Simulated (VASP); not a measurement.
# GaN (Pm-3m) in VASP: notebook

Runs on GaN. Level: PBE. Tasks: single point.

Program: VASP 6.6.1. These are calculated values, not measurements. Logs are shortened: lines on timing, memory, paths and dates and some standing lists are left out, and cuts for length are marked.

**1. The cell of the first run**

The structure is cubic, space group Pm-3m (No. 221). Conventional cell: a = 2.696 Å, b = 2.696 Å, c = 2.696 Å, α = 90.00°, β = 90.00°, γ = 90.00°. Ga (site symmetry m-3m) has 8 N at 2.33 Å and 6 Ga at 2.70 Å within 3.1 Å. Within 3.1 Å of N (site symmetry m-3m) lie 8 Ga at 2.33 Å and 6 N at 2.70 Å.

**2. Single point, PBE**

The input, INCAR:

```
SYSTEM = GaN
PREC = Accurate
ENCUT = 520
EDIFF = 1E-7
ISMEAR = -1
SIGMA = 0.02
LREAL = .False.
LASPH = .True.
NELM = 60
ALGO = Normal
ISIF = 2
LWAVE = .False.
LCHARG = .False.
GGA = PE
NBANDS = 16
```

The input, KPOINTS:

```
Automatic mesh
0
Gamma
  10 10 10
  0 0 0
```

The input, POSCAR:

```
GaN
1.0
    2.6955547287      0.0000000000      0.0000000000
    0.0000000000      2.6955547287      0.0000000000
    0.0000000000      0.0000000000      2.6955547287
Ga N
1 1
Direct
    0.0000000000      0.0000000000      0.0000000000
    0.5000000000      0.5000000000      0.5000000000
```

Potentials or basis: VASP PAW PBE potentials, release 64 (Ga_d, N).

Launch:

```sh
cat potpaw_PBE.64/Ga_d/POTCAR potpaw_PBE.64/N/POTCAR > POTCAR
mpirun -np 1 vasp_std > vasp.out
```

OUTCAR:

```text
SYSTEM = GaN
   PREC = Accurate
   ENCUT = 520
   EDIFF = 1E-7
   ISMEAR = -1
   LREAL = .False.
   LASPH = .True.
   NELM = 60
   ISIF = 2
   GGA = PE

 ion  position               nearest neighbor table
   1  0.000  0.000  0.000-   2 2.33   2 2.33   2 2.33   2 2.33   2 2.33   2 2.33   2 2.33   2 2.33

   2  0.500  0.500  0.500-   1 2.33   1 2.33   1 2.33   1 2.33   1 2.33   1 2.33   1 2.33   1 2.33

  LATTYP: Found a simple cubic cell.
 ALAT       =     2.6955547287

  Lattice vectors:

 A1 = (   2.6955547287,   0.0000000000,   0.0000000000)
 A2 = (   0.0000000000,   2.6955547287,   0.0000000000)
 A3 = (   0.0000000000,   0.0000000000,   2.6955547287)

Analysis of symmetry for initial positions (statically):
=====================================================================
 Subroutine PRICEL returns:
 Original cell was already a primitive cell.

 Routine SETGRP: Setting up the symmetry group for a
 simple cubic supercell.

 Subroutine GETGRP returns: Found 48 space group operations
 (whereof 48 operations were pure point group operations)
 out of a pool of 48 trial point group operations.

The static configuration has the point symmetry O_h .

Analysis of symmetry for dynamics (positions and initial velocities):
=====================================================================
 Subroutine PRICEL returns:
 Original cell was already a primitive cell.

 Routine SETGRP: Setting up the symmetry group for a
 simple cubic supercell.

 Subroutine GETGRP returns: Found 48 space group operations
 (whereof 48 operations were pure point group operations)
 out of a pool of 48 trial point group operations.

The dynamic configuration has the point symmetry O_h .

 Subroutine INISYM returns: Found 48 space group operations
 (whereof 48 operations are pure point group operations),
 and found     1 'primitive' translations

----------------------------------------------------------------------------------------

                                     Primitive cell

  volume of cell :      19.5859

  direct lattice vectors                    reciprocal lattice vectors
     2.695554729  0.000000000  0.000000000     0.370981153  0.000000000  0.000000000
     0.000000000  2.695554729  0.000000000     0.000000000  0.370981153  0.000000000
     0.000000000  0.000000000  2.695554729     0.000000000  0.000000000  0.370981153

  length of vectors
     2.695554729  2.695554729  2.695554729     0.370981153  0.370981153  0.370981153

  position of ions in fractional coordinates (direct lattice)
     0.000000000  0.000000000  0.000000000
     0.500000000  0.500000000  0.500000000

  ion indices of the primitive-cell ions
   primitive index   ion index
                 1           1
                 2           2

----------------------------------------------------------------------------------------

 KPOINTS: Automatic mesh

Automatic generation of k-mesh.
 Grid dimensions read from file:
 generate k-points for:   10   10   10

 Generating k-lattice:

  Cartesian coordinates                     Fractional coordinates (reciprocal lattice)
     0.037098115  0.000000000  0.000000000     0.100000000  0.000000000  0.000000000
     0.000000000  0.037098115  0.000000000     0.000000000  0.100000000  0.000000000
     0.000000000  0.000000000  0.037098115     0.000000000  0.000000000  0.100000000

  Length of vectors
     0.037098115  0.037098115  0.037098115

  Shift w.r.t. Gamma in fractional coordinates (k-lattice)
     0.000000000  0.000000000  0.000000000

 Subroutine IBZKPT returns following result:
 ===========================================

 Found     56 irreducible k-points:

 Following reciprocal coordinates:
            Coordinates               Weight
  0.000000  0.000000  0.000000      1.000000
  0.100000  0.000000  0.000000      6.000000
  0.200000  0.000000  0.000000      6.000000
  0.300000  0.000000  0.000000      6.000000
  0.400000  0.000000  0.000000      6.000000
  0.500000  0.000000  0.000000      3.000000
[... 16 lines left out ...]
  0.200000  0.100000  0.100000     24.000000
  0.300000  0.100000  0.100000     24.000000
 [... further k-points ...]
   k-points           NKPTS =     56   k-points in BZ     NKDIM =     56   number of bands    NBANDS=     16
   number of dos      NEDOS =    301   number of ions     NIONS =      2
   total plane-waves  NPLWV =   8000
   dimension x,y,z NGX =    20 NGY =   20 NGZ =   20
   dimension x,y,z NGXF=    40 NGYF=   40 NGZF=   40
   ions per type =               1   1
   NGX,Y,Z   is equivalent  to a cutoff of  12.33, 12.33, 12.33 a.u.
   NGXF,Y,Z  is equivalent  to a cutoff of  24.67, 24.67, 24.67 a.u.
 SYSTEM =  GaN
   PREC   = accura    normal or accurate (medium, high low for compatibility)
   ISTART =      0    job   : 0-new  1-cont  2-samecut
   ICHARG =      2    charge: 1-file 2-atom 10-const
   ISPIN  =      1    spin polarized calculation?
   LNONCOLLINEAR =      F non collinear calculations
   LSORBIT =      F    spin-orbit coupling
   LASPH  =      T    aspherical Exc in radial PAW
   ENCUT  =  520.0 eV  38.22 Ry    6.18 a.u.   5.01  5.01  5.01*2*pi/ulx,y,z
   NELM   =     60;   NELMIN=  2; NELMDL= -5     # of ELM steps
   EDIFF  = 0.1E-06   stopping-criterion for ELM
   LREAL  =      F    real-space projection
   EDIFFG = 0.1E-05   stopping-criterion for IOM
   NSW    =      0    number of steps for IOM
   IBRION =     -1    ionic relax: 0-MD 1-quasi-New 2-CG
   NFREE  =      0    steps in history (QN), initial steepest desc. (CG)
   ISIF   =      2    stress and relaxation
   ISYM   =      2    0-nonsym 1-usesym 2-fastsym
   POTIM  = 0.5000    time-step for ionic-motion
   TEBEG  =    0.0;   TEEND  =   0.0 temperature during run
   PSTRESS=    0.0 pullay stress
   NELECT =      18.0000    total number of electrons
   NUPDOWN=      -1.0000    fix difference up-down
   EMIN   =  10.00;   EMAX   =-10.00  energy-range for DOS
   EFERMI =   0.00;   METHOD = LEGACY
   ISMEAR =    -1;   SIGMA  =   0.02  broadening in eV -4-tet -1-fermi 0-gaus
   EFERMI_NEDOS =   21; number of points for ismear=-14 and -15
   IALGO  =     38    algorithm
   IMIX   =      4    mixing-type and parameters
     AMIX     =   0.40;   BMIX     =  1.00
     AMIX_MAG =   1.60;   BMIX_MAG =  1.00
  volume/ion in A,a.u.               =       9.79        66.09
  Fermi-wavevector in a.u.,A,eV,Ry     =   1.591662  3.007805 34.468835  2.533388
  Thomas-Fermi vector in A             =   2.690167
   LORBIT       =      0    0 simple, 1 ext, 2 COOP (PROOUT), +10 PAW based schemes
   GGA     = PE    functional components
   LHFCALC =     F    Hartree Fock is set to
   AEXX    =    0.0000 exact exchange contribution
   IVDW    =     0    specifies the selected vdW correction
   LEPSILON=     F    determine dielectric tensor
   LRPA    =     F    only Hartree local field effects (RPA)
 non-spin polarized calculation
  energy-cutoff  :      520.00
  volume of cell :       19.59
 maximum number of plane-waves:       552
   NGX = 11   NGY = 11   NGZ = 11

 number of electron      18.0000017 magnetization

 Free energy of the ion-electron system (eV)
  ---------------------------------------------------
  ext. energy  EPLUGINS =         0.00000000
  ---------------------------------------------------
  free energy    TOTEN  =        -8.90947602 eV

  energy without entropy =       -8.90658637  energy(sigma->0) =       -8.90803119

 E-fermi :   8.2773     XC(G=0): -13.0281

 val. band max:        8.2664956453   @ k =   0.5000   0.4000   0.1000
 cond. band min:       8.2819120586   @ k =   0.5000   0.4000   0.3000
 fundamental gap:      0.0154164133
 Fermi energy:         8.2773069459

 k-point     1 :       0.0000    0.0000    0.0000
  band No.  band energies     occupation
      1      -9.2393      2.00000
      2      -7.1271      2.00000
      3      -7.1271      2.00000
      4      -6.5595      2.00000
      5      -6.5595      2.00000
      6      -6.5595      2.00000
[... 8 lines left out ...]
     15      22.4789      0.00000
     16      36.2538      0.00000

 k-point     2 :       0.1000    0.0000    0.0000
  band No.  band energies     occupation
      1      -9.0783      2.00000
      2      -7.1221      2.00000
      3      -7.0939      2.00000
      4      -6.5792      2.00000
      5      -6.5792      2.00000
      6      -6.5579      2.00000
[... 8 lines left out ...]
     15      23.0413      0.00000
     16      33.5067      0.00000

 k-point     3 :       0.2000    0.0000    0.0000
  band No.  band energies     occupation
      1      -8.6123      2.00000
      2      -7.1092      2.00000
      3      -7.0059      2.00000
      4      -6.6301      2.00000
      5      -6.6301      2.00000
      6      -6.5537      2.00000
[... 8 lines left out ...]
     15      24.9521      0.00000
     16      30.2430      0.00000

 k-point     4 :       0.3000    0.0000    0.0000
  band No.  band energies     occupation
      1      -7.9077      2.00000
      2      -7.0932      2.00000
      3      -6.8932      2.00000
      4      -6.6920      2.00000
      5      -6.6920      2.00000
      6      -6.5486      2.00000
[... 8 lines left out ...]
     15      27.3798      0.00000
     16      27.9011      0.00000

 k-point     5 :       0.4000    0.0000    0.0000
  band No.  band energies     occupation
      1      -7.1598      2.00000
      2      -7.0802      2.00000
      3      -6.7837      2.00000
      4      -6.7412      2.00000
      5      -6.7412      2.00000
      6      -6.5444      2.00000
[... 8 lines left out ...]
     15      24.9436      0.00000
     16      31.1376      0.00000

 k-point     6 :       0.5000    0.0000    0.0000
  band No.  band energies     occupation
      1      -7.0752      2.00000
      2      -6.8673      2.00000
      3      -6.7597      2.00000
      4      -6.7597      2.00000
      5      -6.6575      2.00000
      6      -6.5428      2.00000
[... 8 lines left out ...]
     15      23.2690      0.00000
     16      33.0488      0.00000

 k-point     7 :       0.1000    0.1000    0.0000
  band No.  band energies     occupation
      1      -8.9224      2.00000
      2      -7.1035      2.00000
      3      -7.0739      2.00000
      4      -6.5945      2.00000
      5      -6.5815      2.00000
      6      -6.5727      2.00000
[... 8 lines left out ...]
     15      23.8149      0.00000
     16      31.7094      0.00000

 k-point     8 :       0.2000    0.1000    0.0000
  band No.  band energies     occupation
      1      -8.4764      2.00000
      2      -7.0855      2.00000
      3      -6.9901      2.00000
      4      -6.6279      2.00000
      5      -6.6263      2.00000
      6      -6.5710      2.00000
[... 8 lines left out ...]
     15      25.6118      0.00000
     16      29.7127      0.00000

 k-point     9 :       0.3000    0.1000    0.0000
  band No.  band energies     occupation
      1      -7.8333      2.00000
      2      -7.0686      2.00000
      3      -6.8897      2.00000
      4      -6.6880      2.00000
      5      -6.6140      2.00000
      6      -6.5649      2.00000
[... 8 lines left out ...]
     15      27.6681      0.00000
     16      28.5174      0.00000
[... 172 lines left out ...]
 k-point    19 :       0.4000    0.4000    0.0000
  band No.  band energies     occupation
      1      -7.6747      2.00000
      2      -6.9426      2.00000
      3      -6.6942      2.00000
      4      -6.6859      2.00000
      5      -6.5028      2.00000
      6      -4.3718      2.00000
[... 8 lines left out ...]
     15      27.6312      0.00000
     16      29.8408      0.00000

 k-point    20 :       0.5000    0.4000    0.0000
  band No.  band energies     occupation
      1      -7.7035      2.00000
      2      -6.9330      2.00000
      3      -6.7052      2.00000
      4      -6.6847      2.00000
      5      -6.4607      2.00000
      6      -4.0100      2.00000
[... 8 lines left out ...]
     15      27.6331      0.00000
     16      28.6121      0.00000

 k-point    21 :       0.5000    0.5000    0.0000
  band No.  band energies     occupation
      1      -7.7409      2.00000
      2      -6.9234      2.00000
      3      -6.6994      2.00000
      4      -6.6994      2.00000
      5      -6.4154      2.00000
      6      -3.6652      2.00000
[... 8 lines left out ...]
     15      27.2801      0.00000
     16      27.2801      0.00000

 k-point    22 :       0.1000    0.1000    0.1000
  band No.  band energies     occupation
      1      -8.7719      2.00000
      2      -7.0690      2.00000
      3      -7.0690      2.00000
      4      -6.5936      2.00000
      5      -6.5936      2.00000
      6      -6.5887      2.00000
[... 8 lines left out ...]
     15      23.5429      0.00000
     16      31.4317      0.00000

 k-point    23 :       0.2000    0.1000    0.1000
  band No.  band energies     occupation
      1      -8.3475      2.00000
      2      -7.0561      2.00000
      3      -6.9790      2.00000
      4      -6.6478      2.00000
      5      -6.6022      2.00000
      6      -6.5804      2.00000
[... 8 lines left out ...]
     15      25.7061      0.00000
     16      29.8474      0.00000

 k-point    24 :       0.3000    0.1000    0.1000
  band No.  band energies     occupation
      1      -7.7665      2.00000
      2      -7.0397      2.00000
      3      -6.8800      2.00000
      4      -6.7140      2.00000
      5      -6.5863      2.00000
      6      -6.5060      2.00000
[... 8 lines left out ...]
     15      28.4197      0.00000
     16      28.5078      0.00000

 [... further k-points ...]

------------------------ aborting loop because EDIFF is reached ----------------------------------------

  FORCE on cell =-STRESS in cart. coord.  units (eV):
  Direction    XX          YY          ZZ          XY          YZ          ZX
  --------------------------------------------------------------------------------------
  -------------------------------------------------------------------------------------
  Total        1.1094059      1.1094059      1.1094059      0.0000000      0.0000000     -0.0000000
  in kB       90.7520818     90.7520818     90.7520818      0.0000000      0.0000000     -0.0000000
  external PRESSURE =      90.7520818 kB  Pullay stress =       0.0000000 kB

 VOLUME and BASIS-vectors are now :
 -----------------------------------------------------------------------------
  energy-cutoff  :      520.00
  volume of cell :       19.59
      direct lattice vectors                 reciprocal lattice vectors
     2.695554729  0.000000000  0.000000000     0.370981153  0.000000000  0.000000000
     0.000000000  2.695554729  0.000000000     0.000000000  0.370981153  0.000000000
     0.000000000  0.000000000  2.695554729     0.000000000  0.000000000  0.370981153

 POSITION                                       TOTAL-FORCE (eV/Angst)
 -----------------------------------------------------------------------------------
      0.00000      0.00000      0.00000         0.000000      0.000000      0.000000
      1.34778      1.34778      1.34778         0.000000      0.000000      0.000000
 -----------------------------------------------------------------------------------
    total drift:                                0.000000      0.000000      0.000000

  FREE ENERGIE OF THE ION-ELECTRON SYSTEM (eV)
  ---------------------------------------------------
  free  energy   TOTEN  =        -8.9094760157 eV

  energy  without entropy=       -8.9065863739  energy(sigma->0) =       -8.90803119
```

It took 20 s on 1 thread of Intel Xeon 8259CL, shared host; peak memory 0.13 GiB.

Results:

```
Free energy            : -8.9095 eV
Pressure               : 9.1 GPa
Band gap on the k mesh : zero (bands 9 and 10 overlap by 1.71 eV)
```

Caveat: the cell stands under pressure; the structure was generated, so it needn't be the stable form of GaN.

[end of part 1 of 2]

The gap in the log of VASP goes by the Fermi energy; the results here count the filled bands.